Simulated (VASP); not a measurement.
# Mg2O (antifluorite type) (Fm-3m) in VASP: notebook, part 2 of 2

VASP 6.6.1. The steps go on from the part before.

### Step 5. Single point, PBE

This run uses another cell than the first one, of 15.84 Å³/atom.

The input, INCAR:

```
SYSTEM = Mg2O
  PREC = Accurate
  ENCUT = 520
  EDIFF = 1E-6
  ISMEAR = -1
  SIGMA = 0.06122561905347299
  LREAL = .False.
  LASPH = .True.
  NELM = 80
  ALGO = Normal
  ISIF = 2
  LWAVE = .False.
  LCHARG = .False.
  GGA = PE
  NBANDS = 12
```

The input, KPOINTS:

```
regular mesh
0
Gamma
  17 17 17
  0 0 0
```

The input, POSCAR:

```
Mg2O
1.0
    0.0000000000      2.8750030885      2.8750030885
    2.8750030885      0.0000000000      2.8750030885
    2.8750030885      2.8750030885      0.0000000000
Mg O
2 1
Direct
    0.2500000000      0.2500000000      0.2500000000
    0.7500000000      0.7500000000      0.7500000000
    0.0000000000      0.0000000000      0.0000000000
```

Potentials or basis: VASP PAW PBE potentials, release 64 (Mg, O).

The run is started by

```bash
> cat potpaw_PBE.64/Mg/POTCAR potpaw_PBE.64/O/POTCAR > POTCAR
> mpirun -np 1 vasp_std > vasp.out
```

OUTCAR:

```text
SYSTEM = Mg2O
   PREC = Accurate
   ENCUT = 520
   EDIFF = 1E-6
   ISMEAR = -1
   LREAL = .False.
   LASPH = .True.
   NELM = 80
   ISIF = 2
   GGA = PE

 ion  position               nearest neighbor table
   1  0.250  0.250  0.250-   3 2.49   3 2.49   3 2.49   3 2.49   2 2.88   2 2.88   2 2.88   2 2.88
                             2 2.88   2 2.88
   2  0.750  0.750  0.750-   3 2.49   3 2.49   3 2.49   3 2.49   1 2.88   1 2.88   1 2.88   1 2.88
                             1 2.88   1 2.88
   3  0.000  0.000  0.000-   2 2.49   1 2.49   2 2.49   1 2.49   2 2.49   2 2.49   1 2.49   1 2.49

  LATTYP: Found a face centered cubic cell.
 ALAT       =     5.7500061770

  Lattice vectors:

 A1 = (   0.0000000000,   2.8750030885,   2.8750030885)
 A2 = (   2.8750030885,   0.0000000000,   2.8750030885)
 A3 = (   2.8750030885,   2.8750030885,   0.0000000000)

Analysis of symmetry for initial positions (statically):
=====================================================================
 Subroutine PRICEL returns:
 Original cell was already a primitive cell.

 Routine SETGRP: Setting up the symmetry group for a
 face centered cubic supercell.

 Subroutine GETGRP returns: Found 48 space group operations
 (whereof 48 operations were pure point group operations)
 out of a pool of 48 trial point group operations.

The static configuration has the point symmetry O_h .

Analysis of symmetry for dynamics (positions and initial velocities):
=====================================================================
 Subroutine PRICEL returns:
 Original cell was already a primitive cell.

 Routine SETGRP: Setting up the symmetry group for a
 face centered cubic supercell.

 Subroutine GETGRP returns: Found 48 space group operations
 (whereof 48 operations were pure point group operations)
 out of a pool of 48 trial point group operations.

The dynamic configuration has the point symmetry O_h .

 Subroutine INISYM returns: Found 48 space group operations
 (whereof 48 operations are pure point group operations),
 and found     1 'primitive' translations

----------------------------------------------------------------------------------------

[... 128 lines left out ...]
 maximum number of plane-waves:      1303
   NGX = 15   NGY = 15   NGZ = 15

 number of electron      10.0000002 magnetization

 Free energy of the ion-electron system (eV)
  ---------------------------------------------------
  ext. energy  EPLUGINS =         0.00000000
  ---------------------------------------------------
  free energy    TOTEN  =       -10.26082560 eV

  energy without entropy =      -10.25372759  energy(sigma->0) =      -10.25727660

 E-fermi :   4.2181     XC(G=0):  -9.2852

 val. band max:        4.1947276316   @ k =  -0.3529   0.2941   0.0588
 cond. band min:       4.2271991593   @ k =  -0.3529   0.2941   0.1176
 fundamental gap:      0.0324715278
 Fermi energy:         4.2180861481

 k-point     1 :       0.0000    0.0000    0.0000
  band No.  band energies     occupation
      1     -14.8996      2.00000
      2      -0.8059      2.00000
      3      -0.3688      2.00000
      4      -0.3688      2.00000
      5      -0.3688      2.00000
      6       8.3986      0.00000
      7       8.3986      0.00000
      8       8.3986      0.00000
      9      11.6102      0.00000
     10      11.6102      0.00000
     11      11.6102      0.00000
     12      11.8370      0.00000
[... 331 lines left out ...]
 k-point    24 :      -0.1176    0.0588    0.0000
  band No.  band energies     occupation
      1     -14.8692      2.00000
      2      -1.5604      2.00000
      3      -0.4582      2.00000
      4      -0.3834      2.00000
      5       0.5905      2.00000
      6       7.5214      0.00000
      7       8.1565      0.00000
      8       8.5948      0.00000
      9      10.0583      0.00000
     10      10.7864      0.00000
     11      11.8230      0.00000
     12      12.9090      0.00000

 [... further k-points ...]

------------------------ aborting loop because EDIFF is reached ----------------------------------------

  FORCE on cell =-STRESS in cart. coord.  units (eV):
  Direction    XX          YY          ZZ          XY          YZ          ZX
  --------------------------------------------------------------------------------------
  -------------------------------------------------------------------------------------
  Total       -0.9690393     -0.9690393     -0.9690393     -0.0000000      0.0000000     -0.0000000
  in kB      -32.6668331    -32.6668331    -32.6668331     -0.0000000      0.0000000     -0.0000000
  external PRESSURE =     -32.6668331 kB  Pullay stress =       0.0000000 kB

 VOLUME and BASIS-vectors are now :
 -----------------------------------------------------------------------------
  energy-cutoff  :      520.00
  volume of cell :       47.53
      direct lattice vectors                 reciprocal lattice vectors
     0.000000000  2.875003089  2.875003089    -0.173912857  0.173912857  0.173912857
     2.875003089  0.000000000  2.875003089     0.173912857 -0.173912857  0.173912857
     2.875003089  2.875003089  0.000000000     0.173912857  0.173912857 -0.173912857

 POSITION                                       TOTAL-FORCE (eV/Angst)
 -----------------------------------------------------------------------------------
      1.43750      1.43750      1.43750         0.000000      0.000000      0.000000
      4.31250      4.31250      4.31250        -0.000000     -0.000000     -0.000000
      0.00000      0.00000      0.00000         0.000000     -0.000000      0.000000
 -----------------------------------------------------------------------------------
    total drift:                                0.000000     -0.000000     -0.000000

  FREE ENERGIE OF THE ION-ELECTRON SYSTEM (eV)
  ---------------------------------------------------
  free  energy   TOTEN  =       -10.2608255974 eV

  energy  without entropy=      -10.2537275931  energy(sigma->0) =      -10.25727660
```

stdout:

```text
POSCAR found type information on POSCAR MgO
 POSCAR found :  2 types and       3 ions
 scaLAPACK will be used
 LDA part: xc-table for (Slater+PW92), standard interpolation
 POSCAR, INCAR and KPOINTS ok, starting setup
 FFT: planning ... GRIDC
 FFT: planning ... GRID_SOFT
 FFT: planning ... GRID
 WAVECAR not read
 entering main loop
```

It took 35 s on 1 thread of AMD EPYC 9R45 (Zen 5), shared host; peak memory 0.21 GiB.

Results:

```
Free energy            : -10.2608 eV
Pressure               : -3.3 GPa
Band gap on the k mesh : 0.03 eV
```

Levels at points of the mesh, in eV from the valence-band top:
```csv
k point,band 2,band 3,band 4,band 5,band 6,band 7,band 8,band 9
"(0.00, 0.00, 0.00)",-5.00,-4.56,-4.56,-4.56,4.20,4.20,4.20,7.42
```

Caveat: the cell stands under tension; an odd mesh through Γ misses points on the zone boundary, where band edges can lie.

### Step 6. Overview

```csv
cell,gap on the mesh (eV),pressure (GPa)
"a = 4.014 Å, angles 60.0°, 3 atoms",0.05,-1.4
"a = 4.040 Å, angles 60.0°, 3 atoms",-,-2.4
"a = 4.066 Å, angles 60.0°, 3 atoms",0.03,-3.3
```

Alike in all rows: task single point; level PBE; potentials or basis VASP PAW PBE potentials, release 64 (Mg, O); no spin polarisation; k mesh 17 × 17 × 17; cutoff (eV) 520; smearing fermi-dirac 0.0612256 eV.

Caveats: an odd mesh through Γ misses points on the zone boundary, where band edges can lie (at least some runs); the cell stands under tension (at least some runs).

Total energies depend on the potentials used, so only differences within one code and one set of settings carry meaning.
